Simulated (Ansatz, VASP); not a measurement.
**Two plane-wave programs on Gd**

POSCAR

```
Gd
1.0
   -2.0250000000      2.0250000000      2.0250000000
    2.0250000000     -2.0250000000      2.0250000000
    2.0250000000      2.0250000000     -2.0250000000
Gd
1
Direct
    0.0000000000      0.0000000000      0.0000000000
```

The input INCAR.step1:

```
  PREC = Accurate
  ENCUT = 520
  ISMEAR = 1
  SIGMA = 0.1
  LREAL = False
  LASPH = True
  NELM = 150
  ISPIN = 2
  MAGMOM = 7
  LMAXMIX = 6
  NBANDS = 19
  GGA = PE
  ALGO = Normal
  EDIFF = 1E-4
  LWAVE = True
  LCHARG = False
```

File INCAR.step2:

```
  PREC = Accurate
  ENCUT = 520
  EDIFF = 1E-6
  ISMEAR = 1
  SIGMA = 0.1
  LREAL = False
  LASPH = True
  NELM = 150
  ALGO = Normal
  ISIF = 2
  LWAVE = False
  LCHARG = False
  ISPIN = 2
  MAGMOM = 7
  LORBIT = 11
  LMAXMIX = 6
  METAGGA = R2SCAN
  LMIXTAU = True
  NBANDS = 19
  ISTART = 1
```

Contents of KPOINTS:

```
regular mesh
0
Gamma
  8 8 8
```

Input for Ansatz:

```yaml
crystal:
  lattice:
    - [-2.025, 2.025, 2.025]
    - [2.025, -2.025, 2.025]
    - [2.025, 2.025, -2.025]
  atoms:
    - { symbol: Gd, position: [0.0, 0.0, 0.0], spin: 7.0 }
basis:
  ecutwfc: 650.0
kpoints:
  mp_grid:
    grid: [8, 8, 8]
hamiltonian:
  xc: r2scan
magnetization:
  spin_polarized: true
scf:
  occupations:
    method: cold
    width: 0.1
```

Alike in both runs: task single point; functional r2SCAN; k mesh 8 × 8 × 8; collinear spin.

```csv
,VASP,Ansatz
version,VASP 6.6.1,Ansatz 0.2.0
potentials or method,"VASP PAW PBE potentials, release 64 (Gd), cutoff 520 eV","plane waves, PAW"
occupations,"methfessel-paxton of order 1, width 0.1 eV","cold, width 0.1 eV"
valence electrons in the cell,18,18
```

|  | VASP | Ansatz | Ansatz less VASP |
| --- | --- | --- | --- |
| net moment per atom (μB) | 7.97 | 7.97 | 0.000 |
| size of the moment on the site where the two differ most (μB) | 7.10 | 7.56 | +0.454 |

VASP's potentials were made for PBE, not for r2SCAN. Site moments also hang on the region over which each program counts them. Ansatz's warnings: stability check not made.

Spin-orbit coupling is off throughout.
